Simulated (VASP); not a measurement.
A run of VASP 6.6.1 is set up as follows.

Contents of INCAR:

```
  PREC = Accurate
  ENCUT = 520
  EDIFF = 1E-6
  ISMEAR = -1
  SIGMA = 0.05
  LREAL = Auto
  LASPH = T
  NELM = 60
  ALGO = Normal
  ISIF = 2
  LWAVE = F
  LCHARG = T
  GGA = PS
  LELF = T
  LVHAR = T
  NBANDS = 162
  NELECT = 248.0
```

File KPOINTS:

```
regular mesh
0
Gamma
  1 1 1
```

POSCAR

```
Mg32O31
1.0
    8.4288080000      0.0000000000      0.0000000000
    0.0000000000      8.4288080000      0.0000000000
    0.0000000000      0.0000000000      8.4288080000
O Mg
31 32
Direct
    0.2501170000      0.0001340000      0.0001260000
    0.2501170000      0.0001350000      0.5001500000
    0.2501060000      0.5001270000      0.0001380000
    0.7501110000      0.0001290000      0.0001300000
    0.7501040000      0.0001310000      0.5001240000
    0.7501240000      0.5001290000      0.0001340000
    0.7501150000      0.5001220000      0.5001020000
    0.0015890000      0.2515960000      0.0001440000
    0.0059040000      0.2559210000      0.5000850000
    0.0015910000      0.7486520000      0.0001400000
    0.0058540000      0.7444020000      0.5001230000
    0.4986270000      0.2516080000      0.0001270000
    0.4943760000      0.2558740000      0.5001330000
    0.4986540000      0.7486680000      0.0001140000
    0.4943160000      0.7443240000      0.5001780000
    0.0015850000      0.0001470000      0.2515960000
    0.0015840000      0.0001260000      0.7486610000
    0.0059150000      0.5000900000      0.2559260000
    0.0058510000      0.5001310000      0.7443920000
    0.4986250000      0.0001290000      0.2516230000
    0.4986560000      0.0001220000      0.7486660000
    0.4943870000      0.5001270000      0.2558520000
    0.4943270000      0.5001710000      0.7443600000
    0.2500750000      0.2559260000      0.2559320000
    0.2501100000      0.2558640000      0.7443960000
    0.2501200000      0.7444030000      0.2558620000
    0.2501560000      0.7443340000      0.7443390000
    0.7501210000      0.2515820000      0.2515850000
    0.7501270000      0.2516200000      0.7486400000
    0.7501070000      0.7486540000      0.2516190000
    0.7501090000      0.7486490000      0.7486510000
    0.9988930000      0.0001260000      0.0001240000
    0.9977020000      0.0000950000      0.5001100000
    0.9977030000      0.5001210000      0.0001150000
    0.9804400000      0.5001410000      0.5001280000
    0.5013390000      0.0001330000      0.0001480000
    0.5025400000      0.0002090000      0.5001550000
    0.5025330000      0.5001520000      0.0001930000
    0.5197800000      0.5001350000      0.5001520000
    0.2501040000      0.2477200000      0.0000790000
    0.2501150000      0.2304720000      0.5001340000
    0.2501300000      0.7525530000      0.0001750000
    0.2501310000      0.7698080000      0.5001390000
    0.7501190000      0.2489150000      0.0001410000
    0.7500900000      0.2477140000      0.5001190000
    0.7501190000      0.7513580000      0.0001450000
    0.7501420000      0.7525570000      0.5001580000
    0.2500840000      0.0000820000      0.2477110000
    0.2501320000      0.0001730000      0.7525520000
    0.2501290000      0.5001280000      0.2304750000
    0.2501150000      0.5001320000      0.7698000000
    0.7500990000      0.0001320000      0.2489120000
    0.7501410000      0.0001600000      0.7513540000
    0.7500350000      0.5001200000      0.2477220000
    0.7501760000      0.5001420000      0.7525650000
    0.0000460000      0.2500650000      0.2500630000
    0.0000970000      0.2501150000      0.7501850000
    0.0000840000      0.7501760000      0.2501090000
    0.0000680000      0.7501710000      0.7501670000
    0.5001650000      0.2500920000      0.2501010000
    0.5001460000      0.2501020000      0.7501560000
    0.5001340000      0.7501700000      0.2501010000
    0.5001960000      0.7501920000      0.7502080000
```

Potentials or basis: VASP PAW PBE potentials, release 64 (O, Mg).

Command:

```sh
$ cat potpaw_PBE.64/O/POTCAR potpaw_PBE.64/Mg/POTCAR > POTCAR
$ mpirun -np 1 vasp_gam > vasp.out
```

**Question.** What does it give for the largest force?

**Answer.** 0.072 eV/Å.

Forces on the atoms (eV/Å):
```
O   -0.001 -0.002 -0.001
O   -0.001 -0.001 -0.002
O    0.000 -0.001 -0.002
O   -0.001 -0.001 -0.001
O    0.000  0.000  0.000
O   -0.002 -0.001 -0.001
O   -0.002 -0.001  0.001
O    0.005  0.006 -0.002
O    0.019  0.020  0.007
O    0.006 -0.005  0.001
O    0.024 -0.022  0.002
O   -0.005  0.006  0.002
O   -0.022  0.024  0.001
O   -0.007 -0.007  0.005
O   -0.019 -0.018 -0.005
O    0.005 -0.003  0.006
O    0.006  0.002 -0.007
O    0.019  0.006  0.019
O    0.024  0.002 -0.022
O   -0.005  0.002  0.005
O   -0.007  0.004 -0.007
O   -0.023  0.002  0.025
O   -0.019 -0.005 -0.019
O    0.006  0.020  0.020
O    0.001  0.025 -0.023
O    0.001 -0.023  0.024
O   -0.004 -0.018 -0.018
O   -0.002  0.007  0.007
O    0.001  0.005 -0.004
O    0.001 -0.006  0.005
O    0.004 -0.005 -0.005
Mg   0.002  0.000  0.000
Mg   0.003  0.005  0.002
Mg   0.003  0.002  0.005
Mg  -0.069 -0.003 -0.003
Mg  -0.003  0.001 -0.001
Mg  -0.005 -0.007 -0.001
Mg  -0.004 -0.002 -0.007
Mg   0.071  0.001  0.001
Mg   0.002  0.003  0.007
Mg  -0.003 -0.071 -0.003
Mg  -0.001 -0.005 -0.006
Mg   0.001  0.070  0.002
Mg  -0.001  0.001 -0.002
Mg   0.005  0.004  0.001
Mg   0.001 -0.003  0.000
Mg  -0.004 -0.005 -0.002
Mg   0.003  0.007  0.004
Mg  -0.001 -0.005 -0.004
Mg  -0.004 -0.002 -0.071
Mg   0.002  0.002  0.071
Mg   0.000 -0.001  0.002
Mg  -0.002 -0.001 -0.002
Mg   0.008  0.002  0.003
Mg  -0.006 -0.001 -0.005
Mg  -0.006 -0.006 -0.006
Mg  -0.012 -0.012  0.005
Mg  -0.012  0.006 -0.012
Mg  -0.006  0.011  0.011
Mg   0.005 -0.011 -0.012
Mg   0.012 -0.008  0.013
Mg   0.012  0.011 -0.007
Mg   0.005  0.007  0.006
```

Caveat: the k points lie up to 0.75 Å⁻¹ apart; the cell carries a net charge on a neutralising background, which shifts energy and pressure; the PAW data sets were made with another functional, which shifts forces and pressure a little.
